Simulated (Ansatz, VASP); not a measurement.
One calculation of Pd, two programs

File INCAR:

```
SYSTEM = Pd
ALGO = Normal
EDIFF = 1E-6
ENCUT = 520
GGA = PE
ISIF = 2
ISMEAR = 0
LASPH = .True.
LCHARG = .True.
LELF = .True.
LREAL = .False.
LVHAR = .True.
LWAVE = .False.
NBANDS = 11
NELM = 100
PREC = Accurate
SIGMA = 0.15
```

The input KPOINTS:

```
k-points
0
Gamma
  20 20 20
  0 0 0
```

The input POSCAR:

```
Pd
1.0
    0.0000000000      2.0421450000      1.8476550000
    2.0421450000      0.0000000000      1.8476550000
    2.0421450000      2.0421450000      0.0000000000
Pd
1
Direct
    0.0000000000      0.0000000000      0.0000000000
```

Input for Ansatz:

```yaml
crystal:
  lattice:
    - [0.0, 2.042145, 1.847655]
    - [2.042145, 0.0, 1.847655]
    - [2.042145, 2.042145, 0.0]
  atoms:
    - { symbol: Pd, position: [0.0, 0.0, 0.0] }
basis:
  ecutwfc: 420
kpoints:
  mp_grid: { grid: [20, 20, 20] }
hamiltonian:
  xc: pbe
scf:
  occupations: { method: gaussian, width: 0.15 }
output:
  forces: true
  stress: true
  eigenvalues: true
```

Change from the starting cell: strain +0.050 along x and y, -0.050 along z, atoms carried along.

Alike in both runs: task single point; functional PBE; k mesh 20 × 20 × 20; occupations gaussian, width 0.15 eV; no spin polarisation.

|  | VASP | Ansatz |
| --- | --- | --- |
| version | VASP 6.6.1 | Ansatz 0.2.0 |
| potentials or method | VASP PAW PBE potentials, release 64 (Pd), cutoff 520 eV | scalar-relativistic, plane waves, PAW |
| valence electrons in the cell | 10 | 18 |

VASP gave:

```
gap on the k mesh at the Fermi level (eV)                     : none
pressure (GPa)                                                : -0.8
traceless stress, the component that is largest in VASP (GPa) : 1.80
```

What did Ansatz give for the same quantities?

gap on the k mesh at the Fermi level (eV): none; pressure (GPa): -0.5; traceless stress, the component that is largest in VASP (GPa): 1.82.

A gap of «none» marks a metal or a gap that the smearing closes. VASP's potentials hold 10 valence electrons a cell and Ansatz's 18, so a difference there can come from the potentials and not from the codes.
